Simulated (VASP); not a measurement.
Hg, 1 atom in the cell. The structure is tetragonal, space group I4/mmm (No. 139). Conventional cell: a = 3.753 Å, b = 3.753 Å, c = 3.834 Å, α = 90.00°, β = 90.00°, γ = 90.00°. Within 4.3 Å of Hg (site symmetry 4/mmm) lie 14 Hg at 3.27 to 3.83 Å. 

```yaml
Program: VASP 6.6.1
Task: single point
Functional: LDA
Potentials_or_basis: VASP PAW LDA potentials, release 64 (Hg)
Cutoff: 500 eV
k_mesh: 10 × 10 × 10
Occupations: fermi-dirac, width 0.1 eV
Spin: no spin polarisation
Dipole_correction: no
Further_INCAR_settings: ALGO = Normal; EDIFF = 1e-06; NBANDS = 12
```

Potentials or basis: VASP PAW LDA potentials, release 64 (Hg).

Run with:

```console
$ cat potpaw_LDA.64/Hg/POTCAR > POTCAR
$ mpirun -np 1 vasp_std > vasp.out
```

Hardware: 1 thread of Intel(R) Xeon(R) 6975P-C (Granite Rapids), with other jobs on the host.

Task: How long does it take, and how much memory?

Result: Run time: 6.3 s on 1 thread of Intel(R) Xeon(R) 6975P-C (Granite Rapids), on a shared host, peak memory 0.14 GiB. Counts: scf iterations 10, k points 102.
